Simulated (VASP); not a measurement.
# KBr (Fm-3m) in VASP: notebook, part 2 of 2

VASP 6.6.1.

## Step 5: Relaxation of cell and atoms, PBEsol

This run uses another cell than the first one, of 35.94 Å³/atom.

INCAR reads:

```
PREC = Accurate ; ENCUT = 500
EDIFF = 1E-7 ; ISMEAR = 0
SIGMA = 0.01 ; LREAL = F
LASPH = T ; NELM = 120
ALGO = Normal ; ISIF = 3
LWAVE = F ; LCHARG = F
GGA = PS ; IBRION = 2
NSW = 80 ; EDIFFG = -0.005
GGA_COMPAT = F ; NELMIN = 4
```

KPOINTS reads:

```
regular mesh
0
Gamma
  6 6 6
```

POSCAR reads:

```
KBr
1.0
    0.0000000000      3.3000000000      3.3000000000
    3.3000000000      0.0000000000      3.3000000000
    3.3000000000      3.3000000000      0.0000000000
K Br
1 1
Direct
    0.0000000000      0.0000000000      0.0000000000
    0.5000000000      0.5000000000      0.5000000000
```

Potentials or basis: VASP PAW PBE potentials, release 64 (K_sv, Br).

Command:

```
cat potpaw_PBE.64/K_sv/POTCAR potpaw_PBE.64/Br/POTCAR > POTCAR
mpirun -np 1 vasp_std > vasp.out
```

OUTCAR:

```text
PREC = Accurate
   ENCUT = 500
   EDIFF = 1E-7
   ISMEAR = 0
   LREAL = F
   LASPH = T
   NELM = 120
   ISIF = 3
   GGA = PS
   IBRION = 2
   NSW = 80
   EDIFFG = -0.005
   NELMIN = 4

 ion  position               nearest neighbor table
   1  0.000  0.000  0.000-   2 3.30   2 3.30   2 3.30   2 3.30   2 3.30   2 3.30
   2  0.500  0.500  0.500-   1 3.30   1 3.30   1 3.30   1 3.30   1 3.30   1 3.30

  LATTYP: Found a face centered cubic cell.
 ALAT       =     6.6000000000

  Lattice vectors:

 A1 = (   0.0000000000,   3.3000000000,   3.3000000000)
 A2 = (   3.3000000000,   0.0000000000,   3.3000000000)
 A3 = (   3.3000000000,   3.3000000000,   0.0000000000)

Analysis of symmetry for initial positions (statically):
=====================================================================
 Subroutine PRICEL returns:
 Original cell was already a primitive cell.

 Routine SETGRP: Setting up the symmetry group for a
 face centered cubic supercell.

 Subroutine GETGRP returns: Found 48 space group operations
 (whereof 48 operations were pure point group operations)
[... 146 lines left out ...]

--------------------------------------- Ionic step        1  -------------------------------------------

 number of electron      15.9999997 magnetization

 Free energy of the ion-electron system (eV)
  ---------------------------------------------------
  ext. energy  EPLUGINS =         0.00000000
  ---------------------------------------------------
  free energy    TOTEN  =        -6.45874879 eV

  energy without entropy =       -6.45874879  energy(sigma->0) =       -6.45874879

------------------------ aborting loop because EDIFF is reached ----------------------------------------

  FORCE on cell =-STRESS in cart. coord.  units (eV):
  Direction    XX          YY          ZZ          XY          YZ          ZX
  --------------------------------------------------------------------------------------
  -------------------------------------------------------------------------------------
  Total       -0.1291097     -0.1291097     -0.1291097      0.0000000     -0.0000000     -0.0000000
  in kB       -2.8780462     -2.8780462     -2.8780462      0.0000000     -0.0000000     -0.0000000
  external PRESSURE =      -2.8780462 kB  Pullay stress =       0.0000000 kB
[... 95 lines left out ...]
--------------------------------------- Ionic step        4  -------------------------------------------

 number of electron      15.9999999 magnetization

 Free energy of the ion-electron system (eV)
  ---------------------------------------------------
  ext. energy  EPLUGINS =         0.00000000
  ---------------------------------------------------
  free energy    TOTEN  =        -6.46002753 eV

  energy without entropy =       -6.46002753  energy(sigma->0) =       -6.46002753

 E-fermi :  -1.6800     XC(G=0):  -7.6264

 val. band max:       -1.7501747235   @ k =   0.0000   0.0000   0.0000
 cond. band min:       2.5759549090   @ k =   0.0000   0.0000   0.0000
 fundamental gap:      4.3261296326
 Fermi energy:        -1.6799829983

 k-point     1 :       0.0000    0.0000    0.0000
  band No.  band energies     occupation
      1     -29.3219      2.00000
      2     -14.0808      2.00000
      3     -12.8663      2.00000
      4     -12.8663      2.00000
      5     -12.8663      2.00000
      6      -1.7502      2.00000
      7      -1.7502      2.00000
      8      -1.7502      2.00000
      9       2.5760      0.00000
     10       5.7789      0.00000
     11       5.7789      0.00000
     12       5.7789      0.00000
[... 252 lines left out ...]
  FREE ENERGIE OF THE ION-ELECTRON SYSTEM (eV)
  ---------------------------------------------------
  free  energy   TOTEN  =        -6.4600275267 eV

  energy  without entropy=       -6.4600275267  energy(sigma->0) =       -6.46002753

 reached required accuracy - stopping structural energy minimisation
```

OSZICAR:

```text
N       E                     dE             d eps       ncg     rms          rms(c)
DAV:   1     0.947805177174E+02    0.94781E+02   -0.68088E+03   384   0.113E+03
DAV:   2    -0.477906948777E+00   -0.95258E+02   -0.89230E+02   480   0.260E+02
DAV:   3    -0.639711418873E+01   -0.59192E+01   -0.58962E+01   496   0.595E+01
[... 32 lines left out ...]
DAV:   2    -0.646014873441E+01    0.52094E-03   -0.12191E-03   500   0.324E-01    0.624E-02
DAV:   3    -0.646001743944E+01    0.13129E-03   -0.43328E-04   660   0.172E-01    0.484E-02
DAV:   4    -0.646002383913E+01   -0.63997E-05   -0.92332E-06   680   0.217E-02    0.207E-02
DAV:   5    -0.646002749218E+01   -0.36530E-05   -0.13155E-05   704   0.205E-02    0.367E-03
DAV:   6    -0.646002752674E+01   -0.34555E-07   -0.26431E-07   476   0.539E-03
   4 F= -.64600275E+01 E0= -.64600275E+01  d E =-.127874E-02
```

Wall time 54 s (1 thread of Intel Xeon Platinum 8259CL at 2.50GHz (Skylake/Cascade Lake), shared host); peak memory 0.22 GiB.

What came out:

* Free energy: -6.4600 eV
* Relaxed volume: 35.25 Å³/atom
* Relaxed cell: a = 4.637 Å, b = 4.637 Å, c = 4.637 Å, α = 60.00°, β = 60.00°, γ = 60.00°
* Space group after relaxing (to 0.1 Å): Fm-3m (No. 225)
* Energy gained by relaxing: 0.6 meV/atom
* Ionic steps: 4
* Pressure after relaxing: 0.0 GPa
* Band gap on the k mesh: 4.33 eV

Step by step:
```csv
step,energy change (eV),largest force (eV/Å),pressure (GPa),volume (Å³)
1,0.0000,0.0000,-0.29,71.87
2,-0.0009,0.0000,-0.15,71.20
3,-0.0013,0.0000,-0.04,70.69
4,-0.0013,0.0000,0.00,70.50
```

Final structure:
```
K Br
1.0
     0.00000    3.27890    3.27890
     3.27890    0.00000    3.27890
     3.27890    3.27890    0.00000
K Br
1 1
Direct
  0.00000 0.00000 0.00000
  0.50000 0.50000 0.50000
```

Caveat: the PAW data sets were made with another functional, which shifts forces and pressure a little. PBEsol gaps usually lie below the measured ones, often by a third to a half.

## Step 6: Summary

```tsv
task	level	cell	cutoff (eV)	gap on the mesh (eV)	pressure (GPa)
single point	PBEsol	a = 4.631 Å, angles 60.0°, 2 atoms	500	4.34	0.1
single point	RPBE	a = 4.893 Å, angles 60.0°, 2 atoms	500	4.40	0.0
single point	r2SCAN+D4	a = 4.653 Å, angles 60.0°, 2 atoms	550	5.11	0.0
relaxation of cell and atoms	PBEsol	relaxed from a = 4.667 Å, angles 60.0°, 2 atoms	500	4.33	0.0
```

Alike in all rows: potentials or basis VASP PAW PBE potentials, release 64 (K_sv, Br); no spin polarisation; k mesh 6 × 6 × 6; smearing gaussian 0.01 eV.

Caveats: the PAW data sets were made with another functional, which shifts forces and pressure a little.

Total energies depend on the potentials used, so only differences within one code and one set of settings carry meaning.
